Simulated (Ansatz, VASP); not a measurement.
Two plane-wave programs on Cs

```xyz
1
Lattice="-3.0166 3.0166 3.0166 3.0166 -3.0166 3.0166 3.0166 3.0166 -3.0166" Properties=species:S:1:pos:R:3 pbc="T T T"
Cs    0.0000    0.0000    0.0000
```

Alike in both runs: task single point; functional PBE; k mesh 10 × 10 × 10; occupations gaussian, width 0.1 eV; no spin polarisation.

|  | VASP | Ansatz |
| --- | --- | --- |
| version | VASP 6.6.1 | Ansatz 0.2.0 |
| potentials or method | VASP PAW PBE potentials, release 64 (Cs_sv), cutoff 520 eV | scalar-relativistic, plane waves, PAW |
| valence electrons in the cell | 9 | 9 |

```csv
,VASP,Ansatz,Ansatz less VASP
gap on the k mesh at the Fermi level (eV),none,none,-
pressure (GPa),0.1,0.1,+0.01
```

A gap of «none» marks a metal or a gap that the smearing closes.

Spin-orbit coupling is off throughout.
